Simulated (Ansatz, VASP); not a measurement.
TiO2: VASP beside Ansatz

```
CELL_PARAMETERS angstrom
4.59087 0.00000 0.00000
0.00000 4.59087 0.00000
0.00000 0.00000 2.93923
ATOMIC_POSITIONS crystal
Ti 0.00000 0.00000 0.00000
Ti 0.50000 0.50000 0.50000
O 0.30441 0.30441 0.00000
O 0.19559 0.80441 0.50000
O 0.69559 0.69559 0.00000
O 0.80441 0.19559 0.50000
```

Alike in both runs: task single point; functional PBEsol; k mesh 6 × 6 × 10; occupations gaussian, width 0.02 eV; no spin polarisation.

|  | VASP | Ansatz |
| --- | --- | --- |
| version | VASP 6.6.1 | Ansatz 0.2.0 |
| potentials or method | VASP PAW PBE potentials, release 64 (Ti_sv, O), cutoff 520 eV | scalar-relativistic, plane waves, PAW |
| valence electrons in the cell | 48 | 48 |

Ansatz gave:

```
gap on the k mesh at the Fermi level (eV)                     : 1.87
least direct gap on the mesh (eV)                             : 1.87
pressure (GPa)                                                : 0.0
traceless stress, the component that is largest in VASP (GPa) : -0.03
rms of the force components (eV/Å)                            : 0.002
```

Estimate VASP's values.

gap on the k mesh at the Fermi level (eV): 1.84; least direct gap on the mesh (eV): 1.84; pressure (GPa): 0.6; traceless stress, the component that is largest in VASP (GPa): 0.17; rms of the force components (eV/Å): 0.010.

VASP's potentials were made for PBE, not for PBEsol. Atom by atom the forces differ by 0.012 eV/Å (rms over components). With one functional, cell and mesh, what is left measures potentials, basis and numerics.
